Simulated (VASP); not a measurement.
Wanted: the native input for a VASP 6.6.1 run.

* Task: single point
* Functional: PBE
* Potentials or basis: VASP PAW PBE potentials, release 64 (Rb_sv)
* Cutoff: 520 eV
* k mesh: 6 × 6 × 6
* Occupations: fermi-dirac, width 0.1 eV
* Spin: no spin polarisation
* Dipole correction: no
* Further INCAR settings: ALGO = Normal; EDIFF = 1e-06; NBANDS = 16

The structure of Rb lies in POSCAR:

```
Rb
1.0
    0.0000000000      5.1277096001      5.1277096001
    5.1277096001      0.0000000000      5.1277096001
    5.1277096001      5.1277096001      0.0000000000
Rb
2
Direct
    0.1250000000      0.1250000000      0.1250000000
    0.8750000000      0.8750000000      0.8750000000
```

This cell differs from its parent crystal: volume scaled by 0.96.

These files were run (other wordings do the same):

INCAR

```
SYSTEM = Rb
PREC     = Accurate       ! precision mode
ENCUT    = 520            ! plane-wave cutoff, eV
EDIFF    = 1E-6           ! SCF threshold, eV
ISMEAR   = -1             ! smearing method
SIGMA    = 0.1            ! smearing width, eV
LREAL    = .FALSE.        ! projectors in reciprocal space
LASPH    = .TRUE.         ! aspherical terms in the spheres
NELM     = 60             ! most SCF steps
ALGO     = Normal         ! electronic algorithm
ISIF     = 2              ! what is computed and relaxed
LWAVE    = .FALSE.        ! write WAVECAR
LCHARG   = .FALSE.        ! write CHGCAR
GGA      = PE             ! functional
NBANDS   = 16             ! bands
```

KPOINTS

```
Automatic mesh
0
G
  6 6 6
  0 0 0
```

Potentials or basis: VASP PAW PBE potentials, release 64 (Rb_sv).

Run with:

```sh
$ cat potpaw_PBE.64/Rb_sv/POTCAR > POTCAR
$ mpirun -np 1 vasp_std > vasp.out
```

It gave:

| Property | Result |
| --- | --- |
| Pressure | 0.0 GPa |
| Band gap on the k mesh | zero (band 9 reaches -0.53 eV, above the bottom of band 10 at -0.66 eV) |

Run time: 46 s on 1 thread of AMD EPYC 9R45 96-Core Processor (Zen 5), with other jobs on the host, peak memory 0.37 GiB.
